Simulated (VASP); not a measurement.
# MoW3 in VASP: further runs, part 2 of 2

VASP 6.6.1.

**3. Single point, PBE**

The input, INCAR:

```
ALGO     = Fast           # electronic algorithm
EDIFF    = 1E-7           # SCF threshold, eV
ENCUT    = 520            # plane-wave cutoff, eV
GGA      = PE             # functional
ISIF     = 2              # what is computed and relaxed
ISMEAR   = 0              # smearing method
LASPH    = T              # aspherical terms in the spheres
LCHARG   = F              # write CHGCAR
LREAL    = F              # projectors in reciprocal space
LWAVE    = F              # write WAVECAR
NBANDS   = 36             # bands
NELM     = 100            # most SCF steps
PREC     = Accurate       # precision mode
SIGMA    = 0.1            # smearing width, eV
```

The input, KPOINTS:

```
k-points
0
Gamma
  10 10 14
```

The input, POSCAR:

```
MoW3
1.0
    4.4954007887      0.0000000000      0.0000000000
    0.0000000000      4.4954007887      0.0000000000
    0.0000000000      0.0000000000      3.1766378747
Mo W
1 3
Direct
    0.0000000000      0.0000000000      0.5000000000
    0.0000000000      0.5000000000      0.0000000000
    0.5000000000      0.5000000000      0.5000000000
    0.5000000000      0.0000000000      0.0000000000
```

Potentials or basis: VASP PAW PBE potentials, release 64 (Mo_sv, W_sv).

Started as:

```sh
> cat potpaw_PBE.64/Mo_sv/POTCAR potpaw_PBE.64/W_sv/POTCAR > POTCAR
> mpirun -np 1 vasp_std > vasp.out
```

OUTCAR:

```text
EDIFF = 1E-7
   ENCUT = 520
   GGA = PE
   ISIF = 2
   ISMEAR = 0
   LASPH = T
   LREAL = F
   NELM = 100
   PREC = Accurate

 ion  position               nearest neighbor table
   1  0.000  0.000  0.500-   2 2.75   4 2.75   2 2.75   4 2.75   2 2.75   2 2.75   4 2.75   4 2.75
                             3 3.18   3 3.18   3 3.18   3 3.18
   2  0.000  0.500  0.000-   1 2.75   3 2.75   1 2.75   3 2.75   1 2.75   1 2.75   3 2.75   3 2.75
                             4 3.18   4 3.18   4 3.18   4 3.18
   3  0.500  0.500  0.500-   2 2.75   4 2.75   2 2.75   4 2.75   4 2.75   4 2.75   2 2.75   2 2.75
                             1 3.18   1 3.18   1 3.18   1 3.18
   4  0.500  0.000  0.000-   1 2.75   3 2.75   1 2.75   3 2.75   3 2.75   3 2.75   1 2.75   1 2.75
                             2 3.18   2 3.18   2 3.18   2 3.18

  LATTYP: Found a simple tetragonal cell.
 ALAT       =     4.4954007887
 C/A-ratio  =     0.7066417488

  Lattice vectors:

 A1 = (   4.4954007887,   0.0000000000,   0.0000000000)
 A2 = (   0.0000000000,   4.4954007887,   0.0000000000)
 A3 = (   0.0000000000,   0.0000000000,   3.1766378747)

Analysis of symmetry for initial positions (statically):
=====================================================================
 Subroutine PRICEL returns:
 Original cell was already a primitive cell.

 Routine SETGRP: Setting up the symmetry group for a
 simple tetragonal supercell.

 Subroutine GETGRP returns: Found 16 space group operations
 (whereof 16 operations were pure point group operations)
 out of a pool of 16 trial point group operations.

The static configuration has the point symmetry D_4h.

Analysis of symmetry for dynamics (positions and initial velocities):
=====================================================================
[... 130 lines left out ...]
   EFERMI_NEDOS =   21; number of points for ismear=-14 and -15
   IALGO  =     68    algorithm
   IMIX   =      4    mixing-type and parameters
     AMIX     =   0.40;   BMIX     =  1.00
     AMIX_MAG =   1.60;   BMIX_MAG =  1.00
  volume/ion in A,a.u.               =      16.05       108.30
  Fermi-wavevector in a.u.,A,eV,Ry     =   1.564237  2.955980 33.291260  2.446839
  Thomas-Fermi vector in A             =   2.666891
   LORBIT       =      0    0 simple, 1 ext, 2 COOP (PROOUT), +10 PAW based schemes
   GGA     = PE    functional components
   LHFCALC =     F    Hartree Fock is set to
   AEXX    =    0.0000 exact exchange contribution
   IVDW    =     0    specifies the selected vdW correction
   LEPSILON=     F    determine dielectric tensor
   LRPA    =     F    only Hartree local field effects (RPA)
 non-spin polarized calculation
 RMM-DIIS sequential band-by-band and
 Gauss-broadening in eV      SIGMA  =   0.10
  energy-cutoff  :      520.00
  volume of cell :       64.20
 maximum number of plane-waves:      1764
 NGX is ok and might be reduce to    36

 number of electron      55.9999996 magnetization

 Free energy of the ion-electron system (eV)
  ---------------------------------------------------
  ext. energy  EPLUGINS =         0.00000000
  ---------------------------------------------------
  free energy    TOTEN  =       -49.81756675 eV

  energy without entropy =      -49.80827738  energy(sigma->0) =      -49.81292206

 E-fermi :  11.4974     XC(G=0): -13.4906

 val. band max:       11.4968051849   @ k =   0.3000   0.2000   0.1429
 cond. band min:      11.4987565494   @ k =   0.1000   0.1000   0.0000
 fundamental gap:      0.0019513645
 Fermi energy:        11.4973767212

 k-point     1 :       0.0000    0.0000    0.0000
  band No.  band energies     occupation
      1     -62.6910      2.00000
      2     -62.6377      2.00000
      3     -62.4867      2.00000
      4     -49.5471      2.00000
      5     -27.3808      2.00000
      6     -27.3808      2.00000
[... 925 lines left out ...]
     35      15.2679      0.00000
     36      15.5404      0.00000

 [... further k-points ...]

------------------------ aborting loop because EDIFF is reached ----------------------------------------

  FORCE on cell =-STRESS in cart. coord.  units (eV):
  Direction    XX          YY          ZZ          XY          YZ          ZX
  --------------------------------------------------------------------------------------
  -------------------------------------------------------------------------------------
  Total        0.2017106      0.2017106      0.2018052      0.0000000      0.0000000     -0.0000000
  in kB        5.0342508      5.0342508      5.0366108      0.0000000      0.0000000     -0.0000000
  external PRESSURE =       5.0350374 kB  Pullay stress =       0.0000000 kB

 VOLUME and BASIS-vectors are now :
 -----------------------------------------------------------------------------
  energy-cutoff  :      520.00
  volume of cell :       64.20
      direct lattice vectors                 reciprocal lattice vectors
     4.495400789  0.000000000  0.000000000     0.222449576  0.000000000  0.000000000
     0.000000000  4.495400789  0.000000000     0.000000000  0.222449576  0.000000000
     0.000000000  0.000000000  3.176637875     0.000000000  0.000000000  0.314798236

 POSITION                                       TOTAL-FORCE (eV/Angst)
 -----------------------------------------------------------------------------------
      0.00000      0.00000      1.58832         0.000000      0.000000      0.000000
      0.00000      2.24770      0.00000         0.000000      0.000000      0.000000
      2.24770      2.24770      1.58832         0.000000      0.000000      0.000000
      2.24770      0.00000      0.00000         0.000000      0.000000      0.000000
 -----------------------------------------------------------------------------------
    total drift:                                0.000000      0.000000     -0.000000

  FREE ENERGIE OF THE ION-ELECTRON SYSTEM (eV)
  ---------------------------------------------------
  free  energy   TOTEN  =       -49.8175667508 eV

  energy  without entropy=      -49.8082773762  energy(sigma->0) =      -49.81292206
```

Wall time 5.4 min (1 thread of Intel Xeon 6975P-C (Granite Rapids), shared host); peak memory 0.42 GiB.

What came out:

```yaml
Free_energy: -49.8176 eV
Pressure: 0.5 GPa
Band_gap_on_the_k_mesh: zero (bands 28 and 29 overlap by 1.54 eV)
```

Caveat: spin-orbit coupling is left out, which moves the levels of the heavy elements.

**4. Single point, PBE**

This run uses another cell than the first one: it holds 8 atoms, not 4.

The input, INCAR:

```
ALGO = Fast
EDIFF = 1E-7
ENCUT = 520
GGA = PE
ISIF = 2
ISMEAR = 0
LASPH = True
LCHARG = True
LELF = True
LREAL = False
LVHAR = True
LWAVE = False
NBANDS = 66
NELM = 100
PREC = Accurate
SIGMA = 0.2
```

The input, KPOINTS:

```
k-points
0
Gamma
  6 6 4
```

The input, POSCAR:

```
MoW3
1.0
    0.0000000000      0.0000000000     -3.1766378747
    0.0000000000     -4.4954007887      0.0000000000
   -8.9908015773      0.0000000000      0.0000000000
Mo W
2 6
Direct
    0.5000000000      1.0000000000      0.5000000000
    0.5000000000      1.0000000000      1.0000000000
    0.0000000000      0.5000000000      1.0000000000
    0.0000000000      0.5000000000      0.5000000000
    0.5000000000      0.5000000000      0.7500000000
    0.5000000000      0.5000000000      0.2500000000
    0.0000000000      1.0000000000      0.7500000000
    0.0000000000      1.0000000000      0.2500000000
```

Potentials or basis: VASP PAW PBE potentials, release 64 (Mo_sv, W_sv).

Started as:

```sh
> cat potpaw_PBE.64/Mo_sv/POTCAR potpaw_PBE.64/W_sv/POTCAR > POTCAR
> mpirun -np 1 vasp_std > vasp.out
```

OUTCAR:

```text
EDIFF = 1E-7
   ENCUT = 520
   GGA = PE
   ISIF = 2
   ISMEAR = 0
   LASPH = True
   LREAL = False
   NELM = 100
   PREC = Accurate

 ion  position               nearest neighbor table
   1  0.500  0.000  0.500-   7 2.75   8 2.75   7 2.75   8 2.75   4 2.75   4 2.75   4 2.75   4 2.75
                             6 3.18   5 3.18   5 3.18   6 3.18
   2  0.500  0.000  0.000-   7 2.75   8 2.75   7 2.75   8 2.75   3 2.75   3 2.75   3 2.75   3 2.75
                             6 3.18   5 3.18   5 3.18   6 3.18
   3  0.000  0.500  0.000-   5 2.75   6 2.75   5 2.75   6 2.75   2 2.75   2 2.75   2 2.75   2 2.75
                             8 3.18   7 3.18   7 3.18   8 3.18
   4  0.000  0.500  0.500-   5 2.75   6 2.75   5 2.75   6 2.75   1 2.75   1 2.75   1 2.75   1 2.75
                             8 3.18   7 3.18   7 3.18   8 3.18
   5  0.500  0.500  0.750-   3 2.75   4 2.75   3 2.75   4 2.75   7 2.75   7 2.75   7 2.75   7 2.75
                             1 3.18   1 3.18   2 3.18   2 3.18
   6  0.500  0.500  0.250-   3 2.75   4 2.75   3 2.75   4 2.75   8 2.75   8 2.75   8 2.75   8 2.75
                             1 3.18   1 3.18   2 3.18   2 3.18
   7  0.000  0.000  0.750-   1 2.75   2 2.75   1 2.75   2 2.75   5 2.75   5 2.75   5 2.75   5 2.75
                             3 3.18   3 3.18   4 3.18   4 3.18
   8  0.000  0.000  0.250-   1 2.75   2 2.75   1 2.75   2 2.75   6 2.75   6 2.75   6 2.75   6 2.75
                             3 3.18   3 3.18   4 3.18   4 3.18

  LATTYP: Found a simple orthorhombic cell.
 ALAT       =     3.1766378747
 B/A-ratio  =     1.4151442393
 C/A-ratio  =     2.8302884786

  Lattice vectors:

 A1 = (   0.0000000000,   0.0000000000,  -3.1766378747)
 A2 = (   0.0000000000,  -4.4954007887,   0.0000000000)
 A3 = (  -8.9908015773,   0.0000000000,   0.0000000000)

Analysis of symmetry for initial positions (statically):
=====================================================================
 Subroutine PRICEL returns following result:

  LATTYP: Found a simple tetragonal cell.
 ALAT       =     4.4954007887
[... 172 lines left out ...]
   LHFCALC =     F    Hartree Fock is set to
   AEXX    =    0.0000 exact exchange contribution
   IVDW    =     0    specifies the selected vdW correction
   LEPSILON=     F    determine dielectric tensor
   LRPA    =     F    only Hartree local field effects (RPA)
 non-spin polarized calculation
 RMM-DIIS sequential band-by-band and
 Gauss-broadening in eV      SIGMA  =   0.20
  energy-cutoff  :      520.00
  volume of cell :      128.39
 maximum number of plane-waves:      3512
 NGX is ok and might be reduce to    24

 number of electron     111.9999995 magnetization

 Free energy of the ion-electron system (eV)
  ---------------------------------------------------
  ext. energy  EPLUGINS =         0.00000000
  ---------------------------------------------------
  free energy    TOTEN  =       -99.70244629 eV

  energy without entropy =      -99.62661642  energy(sigma->0) =      -99.66453135

 E-fermi :  11.5176     XC(G=0): -13.4899

 val. band max:       11.5114189328   @ k =   0.5000   0.3333   0.2500
 cond. band min:      11.5276187329   @ k =   0.0000   0.5000   0.2500
 fundamental gap:      0.0161998001
 Fermi energy:        11.5176406102

 k-point     1 :       0.0000    0.0000    0.0000
  band No.  band energies     occupation
      1     -62.6842      2.00000
      2     -62.6592      2.00000
      3     -62.6401      2.00000
      4     -62.6303      2.00000
      5     -62.4974      2.00000
      6     -62.4820      2.00000
[... 1645 lines left out ...]
     65      14.1091      0.00000
     66      14.2585      0.00000

 [... further k-points ...]

------------------------ aborting loop because EDIFF is reached ----------------------------------------

  FORCE on cell =-STRESS in cart. coord.  units (eV):
  Direction    XX          YY          ZZ          XY          YZ          ZX
  --------------------------------------------------------------------------------------
  -------------------------------------------------------------------------------------
  Total        0.6822325      0.2314949     -0.1353618      0.0000000      0.0000000      0.0000000
  in kB        8.5135066      2.8887998     -1.6891652      0.0000000      0.0000000      0.0000000
  external PRESSURE =       3.2377137 kB  Pullay stress =       0.0000000 kB

 VOLUME and BASIS-vectors are now :
 -----------------------------------------------------------------------------
  energy-cutoff  :      520.00
  volume of cell :      128.39
      direct lattice vectors                 reciprocal lattice vectors
     0.000000000  0.000000000 -3.176637875     0.000000000  0.000000000 -0.314798236
     0.000000000 -4.495400789  0.000000000     0.000000000 -0.222449576  0.000000000
    -8.990801577  0.000000000  0.000000000    -0.111224788  0.000000000  0.000000000

 POSITION                                       TOTAL-FORCE (eV/Angst)
 -----------------------------------------------------------------------------------
     -4.49540      0.00000     -1.58832        -0.000000     -0.000000     -0.000000
      0.00000      0.00000     -1.58832        -0.000000     -0.000000     -0.000000
      0.00000     -2.24770      0.00000        -0.000000      0.000000      0.000000
     -4.49540     -2.24770      0.00000        -0.000000      0.000000      0.000000
     -6.74310     -2.24770     -1.58832         0.000000     -0.000000     -0.000000
     -2.24770     -2.24770     -1.58832         0.000000     -0.000000     -0.000000
     -6.74310      0.00000      0.00000        -0.000000     -0.000000      0.000000
     -2.24770      0.00000      0.00000        -0.000000     -0.000000      0.000000
 -----------------------------------------------------------------------------------
    total drift:                               -0.000000     -0.000000     -0.000000

  FREE ENERGIE OF THE ION-ELECTRON SYSTEM (eV)
  ---------------------------------------------------
  free  energy   TOTEN  =       -99.7024462878 eV

  energy  without entropy=      -99.6266164155  energy(sigma->0) =      -99.66453135
```

stdout:

```text
POSCAR found type information on POSCAR MoW
 POSCAR found :  2 types and       8 ions
 scaLAPACK will be used
 LDA part: xc-table for (Slater+PW92), standard interpolation
 POSCAR, INCAR and KPOINTS ok, starting setup
 FFT: planning ... GRIDC
 FFT: planning ... GRID_SOFT
 FFT: planning ... GRID
 WAVECAR not read
 entering main loop
WARNING in EDDRMM: call to ZHEGV failed, returncode =   8  4     62
WARNING in EDDRMM: call to ZHEGV failed, returncode =   8  4     63
WARNING in EDDRMM: call to ZHEGV failed, returncode =   8  4     61
```

Wall time 14 min (1 thread of AMD EPYC 7R43 (Zen 3), shared host); peak memory 0.4 GiB.

What came out:

| Property | Result |
| --- | --- |
| Free energy | -99.7024 eV |
| Pressure | 0.3 GPa |
| Band gap on the k mesh | zero (bands 56 and 57 overlap by 1.55 eV) |

Stress tensor (GPa, compression positive):
```
 0.85  0.00  0.00
 0.00  0.29  0.00
 0.00  0.00 -0.17
```

Levels at points of the mesh, in eV from the Fermi level:
| k point | band 53 | band 54 | band 55 | band 56 | band 57 | band 58 | band 59 | band 60 |
| --- | --- | --- | --- | --- | --- | --- | --- | --- |
| (0.00, 0.00, 0.00) | -0.82 | -0.62 | 0.14 | 0.17 | 0.82 | 0.83 | 1.20 | 1.29 |
| (0.50, 0.00, 0.00) | -2.08 | -1.98 | -0.65 | -0.64 | -0.49 | -0.48 | 1.05 | 1.33 |
| (0.00, 0.50, 0.00) | -0.66 | -0.66 | -0.61 | -0.53 | -0.49 | -0.49 | -0.49 | -0.44 |
| (0.50, 0.50, 0.00) | 0.65 | 0.83 | 0.83 | 1.01 | 1.40 | 1.51 | 1.64 | 1.80 |
| (0.00, 0.00, 0.50) | -0.75 | -0.75 | -0.58 | -0.58 | 0.80 | 0.80 | 1.50 | 1.50 |
| (0.50, 0.00, 0.50) | -1.59 | -1.59 | -1.58 | -1.58 | 0.17 | 0.17 | 0.27 | 0.27 |
| (0.00, 0.50, 0.50) | -0.66 | -0.66 | -0.46 | -0.46 | -0.10 | -0.10 | 0.06 | 0.06 |
| (0.50, 0.50, 0.50) | -0.65 | -0.65 | -0.60 | -0.60 | 1.60 | 1.60 | 1.79 | 1.79 |

Caveat: spin-orbit coupling is left out, which moves the levels of the heavy elements.

**5. Single point, PBE**

This run uses another cell than the first one: it holds 8 atoms, not 4.

The input, INCAR:

```
SYSTEM = MoW3
  PREC = Accurate
  ENCUT = 520
  EDIFF = 1E-6
  ISMEAR = 0
  SIGMA = 0.2
  LREAL = .FALSE.
  LASPH = .TRUE.
  NELM = 60
  ALGO = Fast
  ISIF = 2
  LWAVE = .FALSE.
  LCHARG = .FALSE.
  GGA = PE
  NBANDS = 66
```

The input, KPOINTS:

```
Automatic mesh
0
G
  6 6 4
  0 0 0
```

The input, POSCAR:

```
MoW3
1.0
   -0.0000174896      0.0001862925     -3.1707628865
   -0.0001860319     -4.4926768770      0.0003041931
   -9.0058504092     -0.0000565306     -0.0002885335
Mo W
2 6
Direct
    0.5000015493      0.9999827466      0.5000096911
    0.4999892110      0.9999938270      0.9999881146
    0.0000221541      0.5000217135      1.0000066414
   -0.0000315990      0.4999872085      0.4999885910
    0.5000025880      0.5000058574      0.7500162742
    0.5000341802      0.5000085003      0.2499890404
   -0.0000215199      0.9999987093      0.7499967467
    0.0000034362      1.0000014374      0.2500049006
```

Started as:

```sh
> cat potpaw_PBE.64/Mo_sv/POTCAR potpaw_PBE.64/W_sv/POTCAR > POTCAR
> mpirun -np 1 vasp_std > vasp.out
```

It took 22 min on 1 thread of Intel Xeon 8259CL, shared host; peak memory 0.54 GiB.

Results (log left out):

| Item | Value |
| --- | --- |
| Free energy | -99.7028 eV |
| Pressure | 0.5 GPa |
| Largest force | 0.003 eV/Å |
| Band gap on the k mesh | zero (bands 56 and 57 overlap by 1.54 eV) |

Forces on the atoms (eV/Å):
```
Mo   0.002 -0.001  0.001
Mo  -0.002 -0.001  0.000
W    0.001  0.002  0.001
W   -0.002  0.000 -0.001
W    0.003  0.001  0.001
W   -0.002  0.001  0.001
W   -0.001 -0.001 -0.001
W    0.001  0.000  0.000
```

Levels at points of the mesh, in eV from the Fermi level:
```
           k point  band 53  band 54  band 55  band 56  band 57  band 58  band 59  band 60
(0.00, 0.00, 0.00)    -0.80    -0.61     0.14     0.17     0.80     0.84     1.22     1.29
(0.50, 0.00, 0.00)    -2.08    -1.97    -0.66    -0.65    -0.51    -0.49     1.04     1.32
(0.00, 0.50, 0.00)    -0.64    -0.64    -0.59    -0.51    -0.50    -0.49    -0.49    -0.42
(0.50, 0.50, 0.00)     0.66     0.84     0.84     1.03     1.40     1.52     1.64     1.81
(0.00, 0.00, 0.50)    -0.77    -0.77    -0.56    -0.56     0.78     0.78     1.49     1.50
(0.50, 0.00, 0.50)    -1.59    -1.59    -1.59    -1.58     0.16     0.16     0.25     0.26
(0.00, 0.50, 0.50)    -0.64    -0.64    -0.44    -0.44    -0.12    -0.12     0.04     0.04
(0.50, 0.50, 0.50)    -0.64    -0.64    -0.60    -0.60     1.61     1.61     1.80     1.80
```

Caveat: spin-orbit coupling is left out, which moves the levels of the heavy elements.

**6. Overview**

```csv
spin,cell,k mesh,smearing,gap on the mesh (eV),pressure (GPa)
collinear,"a = 4.488, b = 4.488, c = 3.188 Å, 4 atoms, atomic positions A",4 × 4 × 6,gaussian 0.1 eV,none,0.5
off,"a = 4.495, b = 4.495, c = 3.177 Å, 4 atoms, atomic positions A",10 × 10 × 14,gaussian 0.1 eV,none,0.5
off,"a = 3.177, b = 4.495, c = 8.991 Å, 8 atoms, atomic positions B",6 × 6 × 4,gaussian 0.2 eV,none,0.3
off,"a = 3.171, b = 4.493, c = 9.006 Å, 8 atoms, atomic positions B",6 × 6 × 4,gaussian 0.2 eV,none,0.5
```

Alike in all rows: task single point; level PBE; potentials or basis VASP PAW PBE potentials, release 64 (Mo_sv, W_sv); cutoff (eV) 520.

Caveats: spin-orbit coupling is left out, which moves the levels of the heavy elements.

Total energies depend on the potentials used, so only differences within one code and one set of settings carry meaning.
